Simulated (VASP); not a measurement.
Runs of VASP 6.6.1 on BaTiO3. Symmetry: Pm-3m, No. 221, cubic system. Conventional cell: a = 4.006 Å, b = 4.006 Å, c = 4.006 Å, α = 90.00°, β = 90.00°, γ = 90.00°. Ba (site symmetry m-3m) has 12 O at 2.83 Å and 8 Ti at 3.47 Å within 3.7 Å. Within 2.7 Å of Ti (site symmetry m-3m) lie 6 O at 2.00 Å. O (site symmetry 4/mmm) has 2 Ti at 2.00 Å within 2.7 Å. 

```csv
level,gap on the mesh (eV),pressure (GPa)
r2SCAN,2.81,(b)
revPBE,2.45,6.5
PBE,2.43,3.4
RPBE,2.45,(a)
PBEsol,2.40,(c)
```

Alike in all rows: task single point; potentials or basis VASP PAW PBE potentials, release 64 (Ba_sv, Ti_sv, O); no spin polarisation; cell as given; k mesh 4 × 4 × 4, shifted; cutoff (eV) 520; smearing gaussian 0.01 eV.

Question: Fill in the values left out.

Answer: (a) 7.7; (b) 0.3; (c) -2.8.

Caveats: spin-orbit coupling is left out, which moves the levels of the heavy elements; the PAW data sets were made with another functional, which shifts forces and pressure a little (some runs).

A k mesh can miss the band edges, and the runs leave out spin-orbit coupling on Ba.
